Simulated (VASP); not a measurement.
Crystal: Be2CdO3.

```xyz
12
Lattice="4.7500 -2.7500 0.0000 4.7500 2.7500 0.0000 0.0000 0.0000 4.7800" Properties=species:S:1:pos:R:3 pbc="T T T"
Be    3.0970   -0.8525    0.0239
Be    3.0970    0.8525    2.4139
Be    6.4030    0.8525    2.4139
Be    6.4030   -0.8525    0.0239
Cd    4.7500    1.8150    0.0358
Cd    4.7500   -1.8150    2.4259
O     3.3763    1.0576    0.4240
O     6.1237    1.0576    0.4240
O     4.7500   -2.1252    0.6950
O     3.3763   -1.0576    2.8140
O     6.1237   -1.0576    2.8140
O     4.7500    2.1252    3.0850
```

* Program: VASP 6.6.1
* Task: relaxation of cell and atoms
* Functional: PBE
* Potentials or basis: VASP PAW PBE potentials, release 64 (Be, Cd, O)
* Cutoff: 600 eV
* k mesh: 3 × 3 × 3
* Occupations: gaussian, width 0.15 eV
* Spin: no spin polarisation

At the start: pressure 92.8 GPa; volume 10.41 Å³/atom.

Problem. Where does the relaxation end?

Solution. Over 23 steps the energy falls by 3198.7 meV/atom and the volume is 9.30 Å³/atom (-10.7 %); space group Cmc2_1 (No. 36, to 0.1 Å) before and after.

The path:
```tsv
step	energy change (eV)	largest force (eV/Å)	pressure (GPa)	volume (Å³)
1	0.0000	27.4199	92.76	124.88
2	-9.5865	2.4825	-28.01	267.17
3	-16.1554	2.7389	-27.36	237.74
4	-20.3393	2.7935	-26.71	217.87
5	-28.5417	5.1895	-19.30	167.20
6	-28.5523	9.5138	-4.20	145.04
7	-29.1683	6.9378	-14.37	156.78
8	-29.1814	7.5126	-12.43	153.87
9	-35.1702	2.2970	-19.73	140.80
10	-36.1261	1.2607	-17.89	135.77
11	-36.4944	1.4124	-7.57	125.76
12	-36.6094	1.0319	-12.53	129.52
13	-37.6150	1.1066	4.97	112.59
14	-37.6256	1.0398	2.97	113.98
15	-37.9888	0.8685	-0.70	114.04
16	-38.0211	0.9000	-1.68	114.02
17	-38.2458	0.6636	-0.70	112.33
18	-38.2699	0.4943	0.28	111.55
19	-38.3569	0.1751	0.37	111.47
20	-38.3595	0.1764	0.45	111.45
21	-38.3757	0.1206	-0.26	111.95
22	-38.3796	0.1230	-0.82	112.35
23	-38.3842	0.0536	0.48	111.55
```

Final structure:
```
Be Cd O
1.0
     4.54983   -2.59339    0.00000
     4.54983    2.59339    0.00000
     0.00000    0.00000    4.72681
Be Cd O
4 2 6
Direct
  0.47328 0.16717 0.99591
  0.16717 0.47328 0.49591
  0.52672 0.83283 0.49591
  0.83283 0.52672 0.99591
  0.18706 0.81294 0.01441
  0.81294 0.18706 0.51441
  0.15775 0.41956 0.14736
  0.58044 0.84225 0.14736
  0.74457 0.25543 0.03936
  0.41956 0.15775 0.64736
  0.84225 0.58044 0.64736
  0.25543 0.74457 0.53936
```

Caveat: the k points lie up to 0.46 Å⁻¹ apart in the final cell; the relaxation stopped at a loose force limit of 0.08 eV/Å, so its end isn't a converged minimum.
